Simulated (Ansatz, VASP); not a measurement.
# CdH2 in VASP and in Ansatz

INCAR

```
PREC = Accurate ; ENCUT = 520
EDIFF = 1E-7 ; ISMEAR = -1
SIGMA = 0.02 ; LREAL = F
LASPH = T ; NELM = 60
ALGO = Normal ; ISIF = 2
LWAVE = F ; LCHARG = F
GGA = PS ; NBANDS = 14
```

The input KPOINTS:

```
Automatic mesh
0
Gamma
  6 6 6
```

The input POSCAR:

```
CdH2
1.0
    0.0000000000      2.5271675656      2.5271675656
    2.5271675656      0.0000000000      2.5271675656
    2.5271675656      2.5271675656      0.0000000000
Cd H
1 2
Direct
    0.0000000000      0.0000000000      0.0000000000
    0.2500000000      0.2500000000      0.2500000000
    0.7500000000      0.7500000000      0.7500000000
```

Input for Ansatz:

```yaml
crystal:
  lattice:
    - [0.0, 2.5271675656, 2.5271675656]
    - [2.5271675656, 0.0, 2.5271675656]
    - [2.5271675656, 2.5271675656, 0.0]
  atoms:
    - { symbol: Cd, position: [0.0, 0.0, 0.0] }
    - { symbol: H, position: [0.25, 0.25, 0.25] }
    - { symbol: H, position: [0.75, 0.75, 0.75] }
kpoints:
  mp_grid: { grid: [6, 6, 6] }
hamiltonian:
  xc: pbesol
scf:
  occupations: { method: fermi_dirac, width: 0.02 }
  n_extra_bands: 4
output:
  forces: true
  stress: true
  eigenvalues: true
```

Alike in both runs: task single point; functional PBEsol; k mesh 6 × 6 × 6; occupations fermi-dirac, width 0.02 eV; no spin polarisation.

|  | VASP | Ansatz |
| --- | --- | --- |
| version | VASP 6.6.1 | Ansatz 0.2.0 |
| potentials or method | VASP PAW PBE potentials, release 64 (Cd, H) | plane waves, PAW |
| plane-wave cutoff (eV) | 520 | 420 |
| valence electrons in the cell | 14 | 22 |

|  | VASP | Ansatz | Ansatz less VASP |
| --- | --- | --- | --- |
| pressure (GPa) | -1.4 | -1.9 | -0.49 |

VASP's potentials were made for PBE, not for PBEsol. With one functional, cell and mesh, what is left measures potentials, basis and numerics. VASP's potentials hold 14 valence electrons a cell and Ansatz's 22, so a difference there can come from the potentials and not from the codes.
